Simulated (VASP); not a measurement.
Pt: single point with PBEsol

Crystal: Pt.

```
Pt
1.0
     0.00000    1.95897    1.95897
     1.95897    0.00000    1.95897
     1.95897    1.95897    0.00000
Pt
1
Cartesian
  0.0000 0.0000 0.0000
```

| Property | Result |
| --- | --- |
| Program | VASP 6.6.1 |
| Task | single point |
| Functional | PBEsol |
| Potentials or basis | VASP PAW PBE potentials, release 64 (Pt) |
| Cutoff | 500 eV |
| k mesh | 18 × 18 × 18 |
| Occupations | gaussian, width 0.1 eV |
| Spin | no spin polarisation |
| Dipole correction | no |
| Further INCAR settings | ALGO = Normal; EDIFF = 1e-06; NBANDS = 11 |

- Pressure: -0.4 GPa
- Band gap on the k mesh: zero (bands 5 and 6 overlap by 2.24 eV)

Levels at points of the mesh, in eV from the Fermi level:
| k point | band 1 | band 2 | band 3 | band 4 | band 5 | band 6 | band 7 | band 8 | band 9 | band 10 |
| --- | --- | --- | --- | --- | --- | --- | --- | --- | --- | --- |
| (0.00, 0.00, 0.00) | -10.33 | -3.83 | -3.83 | -3.83 | -1.64 | -1.64 | 14.61 | 19.59 | 19.59 | 19.59 |
| (0.50, 0.00, 0.00) | -7.40 | -3.89 | -3.89 | -0.56 | 0.04 | 0.04 | 5.82 | 14.17 | 18.96 | 18.96 |
| (0.50, 0.50, 0.00) | -7.14 | -6.68 | 0.02 | 0.49 | 0.49 | 1.70 | 8.86 | 11.34 | 11.34 | 20.13 |

Run time: 8.9 s on 1 thread of Intel(R) Xeon(R) 6975P-C (Granite Rapids) (shared host), peak memory 0.15 GiB.

Caveat: the PAW data sets were made with another functional, which shifts forces and pressure a little; spin-orbit coupling is left out, which moves the levels of the heavy elements.
